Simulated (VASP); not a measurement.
# BaTiO3 (Cm) in VASP: further runs

The runs below take BaTiO3 through single point, with r2SCAN.

Everything below comes from runs of VASP 6.6.1. Logs are shortened: lines on timing, memory, paths and dates and some standing lists are left out, and cuts for length are marked.

## (1) The cell of the first run

It takes space group Cm (No. 8, monoclinic). Conventional cell: a = 5.701 Å, b = 5.680 Å, c = 4.024 Å, α = 90.00°, β = 90.29°, γ = 90.00°. Ba (site symmetry m) has 12 O at 2.66 to 3.05 Å and 8 Ti at 3.40 to 3.59 Å within 3.6 Å. Within 2.4 Å of Ti (site symmetry m) lie 6 O at 1.80 to 2.26 Å. O (site symmetry m) has 2 Ti at 1.80 to 2.26 Å within 2.4 Å. O (site symmetry 1) has 2 Ti at 1.87 to 2.16 Å within 2.5 Å.

## (2) Single point, r2SCAN (atom 3 (O) moved -0.150 Å along Cartesian [0 0 1])

File POSCAR:

```
BaTiO3
1.0
    2.8400536833      1.6397057586      2.3314328269
   -2.8400536833      1.6397057586      2.3314328269
    0.0000000000     -3.2794115171      2.3314328269
Ba Ti O
1 1 3
Direct
    0.0027851043      0.0027851043      0.0027851043
    0.5162478494      0.5162478494      0.5162478494
    0.4683076150      0.4683076150      0.9587136984
    0.4897536543      0.9801597377      0.4897536543
    0.9801597377      0.4897536543      0.4897536543
```

File INCAR.step1:

```
SYSTEM = BaTiO3
  ALGO = Normal
  EDIFF = 1E-4
  ENCUT = 520
  GGA = PE
  ISMEAR = 0
  LASPH = .TRUE.
  LCHARG = .FALSE.
  LREAL = .FALSE.
  LWAVE = .TRUE.
  NBANDS = 28
  NELM = 60
  PREC = Accurate
  SIGMA = 0.05
```

File INCAR.step2:

```
SYSTEM = BaTiO3
  ALGO = Normal
  EDIFF = 1E-6
  ENCUT = 520
  ISIF = 2
  ISMEAR = 0
  ISTART = 1
  LASPH = .TRUE.
  LCHARG = .FALSE.
  LMIXTAU = .TRUE.
  LREAL = .FALSE.
  LWAVE = .FALSE.
  METAGGA = R2SCAN
  NBANDS = 28
  NELM = 60
  PREC = Accurate
  SIGMA = 0.05
```

File KPOINTS:

```
k-points
0
G
  6 6 6
  0 0 0
```

Potentials or basis: VASP PAW PBE potentials, release 64 (Ba_sv, Ti_sv, O).

Command:

```sh
$ cat potpaw_PBE.64/Ba_sv/POTCAR potpaw_PBE.64/Ti_sv/POTCAR potpaw_PBE.64/O/POTCAR > POTCAR
$ cp INCAR.step1 INCAR
$ mpirun -np 1 vasp_std > vasp.out
$ cp INCAR.step2 INCAR
$ mpirun -np 1 vasp_std > vasp.out
```

OUTCAR:

```text
SYSTEM = BaTiO3
   EDIFF = 1E-6
   ENCUT = 520
   ISIF = 2
   ISMEAR = 0
   ISTART = 1
   LASPH = .TRUE.
   LREAL = .FALSE.
   METAGGA = R2SCAN
   NELM = 60
   PREC = Accurate

 ion  position               nearest neighbor table
   1  0.003  0.003  0.003-   3 2.66   4 2.78   5 2.78   4 2.84   5 2.84   5 2.84   4 2.84   3 2.85
                             3 2.85   5 2.93   4 2.93   3 3.05   2 3.40   2 3.45   2 3.45   2 3.45
   2  0.516  0.516  0.516-   3 1.80   4 1.87   5 1.87   4 2.16   5 2.16   3 2.26   1 3.40   1 3.45
                             1 3.45   1 3.45   1 3.51   1 3.51   1 3.51   1 3.59
   3  0.468  0.468  0.959-   2 1.80   2 2.26   1 2.66   1 2.85   1 2.85   1 3.05
   4  0.490  0.980  0.490-   2 1.87   2 2.16   1 2.78   1 2.84   1 2.84   1 2.93
   5  0.980  0.490  0.490-   2 1.87   2 2.16   1 2.78   1 2.84   1 2.84   1 2.93

  LATTYP: Found a trigonal (rhomboedric) cell.
 ALAT       =     4.0236946859
 COS(alpha) =     0.0036015225

  Lattice vectors:

 A1 = (   2.8400536833,   1.6397057586,   2.3314328269)
 A2 = (  -2.8400536833,   1.6397057586,   2.3314328269)
 A3 = (   0.0000000000,  -3.2794115171,   2.3314328269)

Analysis of symmetry for initial positions (statically):
=====================================================================
 Subroutine PRICEL returns:
 Original cell was already a primitive cell.

 Routine SETGRP: Setting up the symmetry group for a
 trigonal (rhombohedral) supercell.

 Subroutine GETGRP returns: Found  2 space group operations
 (whereof  2 operations were pure point group operations)
 out of a pool of 12 trial point group operations.

The static configuration has the point symmetry C_1h.

Analysis of symmetry for dynamics (positions and initial velocities):
=====================================================================
 Subroutine PRICEL returns:
 Original cell was already a primitive cell.

 Routine SETGRP: Setting up the symmetry group for a
 trigonal (rhombohedral) supercell.

 Subroutine GETGRP returns: Found  2 space group operations
 (whereof  2 operations were pure point group operations)
 out of a pool of 12 trial point group operations.

The dynamic configuration has the point symmetry C_1h.

 Subroutine INISYM returns: Found  2 space group operations
 (whereof  2 operations are pure point group operations),
 and found     1 'primitive' translations

----------------------------------------------------------------------------------------

                                     Primitive cell

  volume of cell :      65.1428

  direct lattice vectors                    reciprocal lattice vectors
     2.840053683  1.639705759  2.331432827     0.176053010  0.101644253  0.142973595
    -2.840053683  1.639705759  2.331432827    -0.176053010  0.101644253  0.142973595
     0.000000000 -3.279411517  2.331432827     0.000000000 -0.203288506  0.142973595

  length of vectors
     4.023694686  4.023694686  4.023694686     0.248531015  0.248531015  0.248531015

  position of ions in fractional coordinates (direct lattice)
     0.002785104  0.002785104  0.002785104
     0.516247849  0.516247849  0.516247849
     0.468307615  0.468307615  0.958713698
     0.489753654  0.980159738  0.489753654
     0.980159738  0.489753654  0.489753654

  ion indices of the primitive-cell ions
   primitive index   ion index
                 1           1
                 2           2
                 3           3
                 4           4
                 5           5

----------------------------------------------------------------------------------------

 KPOINTS: k-points

Automatic generation of k-mesh.
 Grid dimensions read from file:
 generate k-points for:    6    6    6

 Generating k-lattice:

  Cartesian coordinates                     Fractional coordinates (reciprocal lattice)
     0.029342168  0.016940709  0.023828933     0.166666667 -0.000000000 -0.000000000
    -0.029342168  0.016940709  0.023828933    -0.000000000  0.166666667 -0.000000000
     0.000000000 -0.033881418  0.023828933    -0.000000000 -0.000000000  0.166666667

  Length of vectors
     0.041421836  0.041421836  0.041421836

  Shift w.r.t. Gamma in fractional coordinates (k-lattice)
     0.000000000  0.000000000  0.000000000

 Subroutine IBZKPT returns following result:
 ===========================================

 Found     68 irreducible k-points:

 Following reciprocal coordinates:
            Coordinates               Weight
  0.000000  0.000000  0.000000      1.000000
  0.166667 -0.000000 -0.000000      4.000000
 -0.000000 -0.000000  0.166667      2.000000
  0.333333 -0.000000 -0.000000      4.000000
 -0.000000 -0.000000  0.333333      2.000000
  0.500000 -0.000000 -0.000000      2.000000
[... 16 lines left out ...]
  0.500000  0.333333 -0.000000      4.000000
  0.500000 -0.000000 -0.333333      4.000000
 [... further k-points ...]
   k-points           NKPTS =     68   k-points in BZ     NKDIM =     68   number of bands    NBANDS=     28
   number of dos      NEDOS =    301   number of ions     NIONS =      5
   total plane-waves  NPLWV =  27000
   dimension x,y,z NGX =    30 NGY =   30 NGZ =   30
   dimension x,y,z NGXF=    60 NGYF=   60 NGZF=   60
   ions per type =               1   1   3
   NGX,Y,Z   is equivalent  to a cutoff of  12.40, 12.40, 12.40 a.u.
   NGXF,Y,Z  is equivalent  to a cutoff of  24.79, 24.79, 24.79 a.u.
 SYSTEM =  BaTiO3
   PREC   = accura    normal or accurate (medium, high low for compatibility)
   ISTART =      1    job   : 0-new  1-cont  2-samecut
   ICHARG =      0    charge: 1-file 2-atom 10-const
   ISPIN  =      1    spin polarized calculation?
   LNONCOLLINEAR =      F non collinear calculations
   LSORBIT =      F    spin-orbit coupling
   LASPH  =      T    aspherical Exc in radial PAW
   ENCUT  =  520.0 eV  38.22 Ry    6.18 a.u.   7.48  7.48  7.48*2*pi/ulx,y,z
   NELM   =     60;   NELMIN=  2; NELMDL=  0     # of ELM steps
   EDIFF  = 0.1E-05   stopping-criterion for ELM
   LREAL  =      F    real-space projection
   EDIFFG = 0.1E-04   stopping-criterion for IOM
   NSW    =      0    number of steps for IOM
   IBRION =     -1    ionic relax: 0-MD 1-quasi-New 2-CG
   NFREE  =      0    steps in history (QN), initial steepest desc. (CG)
   ISIF   =      2    stress and relaxation
   ISYM   =      2    0-nonsym 1-usesym 2-fastsym
   POTIM  = 0.5000    time-step for ionic-motion
   TEBEG  =    0.0;   TEEND  =   0.0 temperature during run
   PSTRESS=    0.0 pullay stress
   NELECT =      40.0000    total number of electrons
   NUPDOWN=      -1.0000    fix difference up-down
   EMIN   =  10.00;   EMAX   =-10.00  energy-range for DOS
   EFERMI =   0.00;   METHOD = LEGACY
   ISMEAR =     0;   SIGMA  =   0.05  broadening in eV -4-tet -1-fermi 0-gaus
   EFERMI_NEDOS =   21; number of points for ismear=-14 and -15
   IALGO  =     38    algorithm
   IMIX   =      4    mixing-type and parameters
     AMIX     =   0.40;   BMIX     =  1.00
     AMIX_MAG =   1.60;   BMIX_MAG =  1.00
  volume/ion in A,a.u.               =      13.03        87.92
  Fermi-wavevector in a.u.,A,eV,Ry     =   1.391466  2.629490 26.343298  1.936178
  Thomas-Fermi vector in A             =   2.515302
   LORBIT       =      0    0 simple, 1 ext, 2 COOP (PROOUT), +10 PAW based schemes
   METAGGA = R2SCAN    functional components
   LHFCALC =     F    Hartree Fock is set to
   AEXX    =    0.0000 exact exchange contribution
   IVDW    =     0    specifies the selected vdW correction
   LEPSILON=     F    determine dielectric tensor
   LRPA    =     F    only Hartree local field effects (RPA)
 non-spin polarized calculation
 Gauss-broadening in eV      SIGMA  =   0.05
  energy-cutoff  :      520.00
  volume of cell :       65.14
 maximum number of plane-waves:      1776
 NGX is ok and might be reduce to    30
   NGX = 15   NGY = 15   NGZ = 15

 number of electron      40.0000001 magnetization

 Free energy of the ion-electron system (eV)
  ---------------------------------------------------
  ext. energy  EPLUGINS =         0.00000000
  ---------------------------------------------------
  free energy    TOTEN  =       -74.16904080 eV

  energy without entropy =      -74.16904080  energy(sigma->0) =      -74.16904080

 E-fermi :   3.6874     XC(G=0): -11.7960

 val. band max:        3.3718230646   @ k =   0.5000   0.5000   0.5000
 cond. band min:       6.3523988445   @ k =  -0.0000  -0.0000   0.1667
 fundamental gap:      2.9805757799
 Fermi energy:         3.6873917199

 k-point     1 :       0.0000    0.0000    0.0000
  band No.  band energies     occupation
      1     -55.0302      2.00000
      2     -30.3140      2.00000
      3     -30.2302      2.00000
      4     -30.2264      2.00000
      5     -22.1636      2.00000
      6     -14.4207      2.00000
[... 20 lines left out ...]
     27       9.0135      0.00000
     28      11.3715      0.00000

 k-point     2 :       0.1667   -0.0000   -0.0000
  band No.  band energies     occupation
      1     -55.0299      2.00000
      2     -30.3136      2.00000
      3     -30.2426      2.00000
      4     -30.2276      2.00000
      5     -22.1344      2.00000
      6     -14.4472      2.00000
[... 20 lines left out ...]
     27       9.5247      0.00000
     28      12.0061      0.00000

 k-point     3 :      -0.0000   -0.0000    0.1667
  band No.  band energies     occupation
      1     -55.0299      2.00000
      2     -30.3273      2.00000
      3     -30.2298      2.00000
      4     -30.2260      2.00000
      5     -22.1347      2.00000
      6     -14.4205      2.00000
[... 20 lines left out ...]
     27       9.5190      0.00000
     28      12.0084      0.00000

 k-point     4 :       0.3333   -0.0000   -0.0000
  band No.  band energies     occupation
      1     -55.0294      2.00000
      2     -30.3130      2.00000
      3     -30.2698      2.00000
      4     -30.2267      2.00000
      5     -22.0747      2.00000
      6     -14.5659      2.00000
[... 578 lines left out ...]
     27      12.3618      0.00000
     28      12.5098      0.00000

 k-point    23 :       0.5000    0.3333   -0.0000
  band No.  band energies     occupation
      1     -55.0283      2.00000
      2     -30.3120      2.00000
      3     -30.2811      2.00000
      4     -30.2662      2.00000
      5     -21.9875      2.00000
      6     -14.3132      2.00000
[... 20 lines left out ...]
     27      12.0328      0.00000
     28      13.3891      0.00000

 k-point    24 :       0.5000   -0.0000   -0.3333
  band No.  band energies     occupation
      1     -55.0283      2.00000
      2     -30.3509      2.00000
      3     -30.2814      2.00000
      4     -30.2249      2.00000
      5     -21.9890      2.00000
      6     -14.2475      2.00000
[... 20 lines left out ...]
     27      12.1296      0.00000
     28      13.3420      0.00000

 [... further k-points ...]
[... 5 lines left out ...]
  --------------------------------------------------------------------------------------
  -------------------------------------------------------------------------------------
  Total        1.1058236      2.0092894      1.8085242      0.0000000     -0.4785247      0.0000000
  in kB       27.1975521     49.4181452     44.4803591      0.0000000    -11.7692378      0.0000000
  external PRESSURE =      40.3653521 kB  Pullay stress =       0.0000000 kB

 VOLUME and BASIS-vectors are now :
 -----------------------------------------------------------------------------
  energy-cutoff  :      520.00
  volume of cell :       65.14
      direct lattice vectors                 reciprocal lattice vectors
     2.840053683  1.639705759  2.331432827     0.176053010  0.101644253  0.142973595
    -2.840053683  1.639705759  2.331432827    -0.176053010  0.101644253  0.142973595
     0.000000000 -3.279411517  2.331432827     0.000000000 -0.203288506  0.142973595

 POSITION                                       TOTAL-FORCE (eV/Angst)
 -----------------------------------------------------------------------------------
      0.00000      0.00000      0.01948         0.000000     -0.030110     -0.217293
      0.00000      0.00000      3.61079         0.000000      0.206088     -0.653759
      0.00000     -1.60824      4.41883         0.000000     -0.574482      1.292721
     -1.39278      0.80412      4.56883         0.123392      0.199252     -0.210834
      1.39278      0.80412      4.56883        -0.123392      0.199252     -0.210834
 -----------------------------------------------------------------------------------
    total drift:                               -0.000000     -0.001514      0.002009

  FREE ENERGIE OF THE ION-ELECTRON SYSTEM (eV)
  ---------------------------------------------------
  free  energy   TOTEN  =       -74.1690408019 eV

  energy  without entropy=      -74.1690408019  energy(sigma->0) =      -74.16904080
```

Wall time 3.8 min (1 thread of AMD EPYC 9R45 (Zen 5), shared host); peak memory 0.23 GiB.

Results:

| Property | Result |
| --- | --- |
| Free energy | -74.1690 eV |
| Pressure | 4.0 GPa |
| Largest force | 1.415 eV/Å |
| Band gap on the k mesh | 2.98 eV (least direct gap 3.54 eV) |

Forces in eV/Å, atoms in the order of the input:
```
Ba   0.000 -0.030 -0.217
Ti   0.000  0.206 -0.654
O    0.000 -0.574  1.293
O    0.123  0.199 -0.211
O   -0.123  0.199 -0.211
```

Stress tensor (GPa, compression positive):
```
 2.72  0.00  0.00
 0.00  4.94 -1.18
 0.00 -1.18  4.45
```

Caveat: the cell differs from its parent crystal (atom 3 (O) moved -0.150 Å along Cartesian [0 0 1]); the cell stands under pressure; the PAW data sets were made with another functional, which shifts forces and pressure a little; spin-orbit coupling is left out, which moves the levels of the heavy elements. A k mesh can miss the band edges.

[end of part 1 of 2]
